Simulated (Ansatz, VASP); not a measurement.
# Two plane-wave programs on C

```
C
1.0
     2.63084    0.00000    0.00000
    -1.31542    2.12933    0.00000
     0.00000    0.00000    7.24581
C
4
Direct
  0.00000 0.00000 0.00250
  0.00000 0.00000 0.50250
  0.33333 0.66667 0.00250
  0.66667 0.33333 0.50250
```

Change from the starting cell: mode 4 frozen in at -0.000 Å, normal strain along x +0.0700.

Alike in both runs: task single point; functional PBEsol; k mesh 18 × 18 × 6; occupations gaussian, width 0.15 eV; no spin polarisation.

|  | VASP | Ansatz |
| --- | --- | --- |
| version | VASP 6.6.1 | Ansatz 0.2.0 |
| potentials or method | VASP PAW PBE potentials, release 64 (C), cutoff 520 eV | scalar-relativistic, plane waves, PAW |
| valence electrons in the cell | 16 | 16 |

```tsv
	VASP	Ansatz	Ansatz less VASP
gap on the k mesh at the Fermi level (eV)	0.45	0.45	-0.001
least direct gap on the mesh (eV)	0.45	0.45	-0.001
pressure (GPa)	-21.2	-21.7	-0.55
traceless stress, the component that is largest in VASP (GPa)	-34.48	-34.68	-0.202
rms of the force components (eV/Å)	0.247	0.235	-0.0122
```

VASP's potentials were made for PBE, not for PBEsol, and Ansatz warns of the same on its side. Atom by atom the forces differ by 0.012 eV/Å (rms over components). With one functional, cell and mesh, what is left measures potentials, basis and numerics.
